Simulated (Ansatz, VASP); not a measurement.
**One calculation of Be3N2, two programs**

The input INCAR:

```
ALGO = Normal
EDIFF = 1E-6
ENCUT = 520
ISIF = 2
ISMEAR = 0
LASPH = T
LCHARG = F
LREAL = F
LWAVE = F
NBANDS = 16
NELM = 60
PREC = Accurate
SIGMA = 0.05
```

File KPOINTS:

```
k-points
0
Gamma
  9 9 6
```

POSCAR

```
Be3N2
1.0
    2.8177777140      0.0000000000      0.0000000000
   -1.4088888570      2.4402670826      0.0000000000
    0.0000000000      0.0000000000      4.6670220000
Be N
3 2
Direct
   -0.0161596069     -0.0118296533     -0.0061854248
    0.6505070598      0.3215036801      0.6434475752
    0.3171737265      0.6548370134      0.3441815752
    0.3333333333      0.6666666667      0.7470580000
    0.6666666667      0.3333333333      0.2529420000
```

Input for Ansatz:

```yaml
crystal:
  lattice:
    - [2.817777714, 0.0, 0.0]
    - [-1.408888857, 2.4402670826, 0.0]
    - [0.0, 0.0, 4.667022]
  atoms:
    - { symbol: Be, position: [-0.0161596069, -0.0118296533, -0.0061854248] }
    - { symbol: Be, position: [0.6505070598, 0.3215036801, 0.6434475752] }
    - { symbol: Be, position: [0.3171737265, 0.6548370134, 0.3441815752] }
    - { symbol: "N", position: [0.3333333333, 0.6666666667, 0.747058] }
    - { symbol: "N", position: [0.6666666667, 0.3333333333, 0.252942] }
basis:
  ecutwfc: 420
kpoints:
  mp_grid: { grid: [9, 9, 6] }
hamiltonian:
  xc: lda
scf:
  occupations: { method: gaussian, width: 0.05 }
output:
  forces: true
  stress: true
  eigenvalues: true
```

Change from the starting cell: all Be atoms moved -0.050 Å, as atom 1 along Cartesian [1 1 1].

Alike in both runs: task single point; functional LDA; k mesh 9 × 9 × 6; occupations gaussian, width 0.05 eV; no spin polarisation.

|  | VASP | Ansatz |
| --- | --- | --- |
| version | VASP 6.6.1 | Ansatz 0.2.0 |
| potentials or method | VASP PAW LDA potentials, release 64 (Be, N), cutoff 520 eV | scalar-relativistic, plane waves, PAW |
| valence electrons in the cell | 16 | 16 |

```csv
,VASP,Ansatz,Ansatz less VASP
gap on the k mesh at the Fermi level (eV),4.23,4.24,+0.010
least direct gap on the mesh (eV),5.93,5.94,+0.010
pressure (GPa),-9.1,-9.7,-0.58
"traceless stress, the component that is largest in VASP (GPa)",0.41,0.38,-0.030
rms of the force components (eV/Å),0.250,0.251,+0.0013
```

LDA's correlation is that of Perdew and Zunger in VASP and of Perdew and Wang (1992) in Ansatz. Atom by atom the forces differ by 0.004 eV/Å (rms over components).
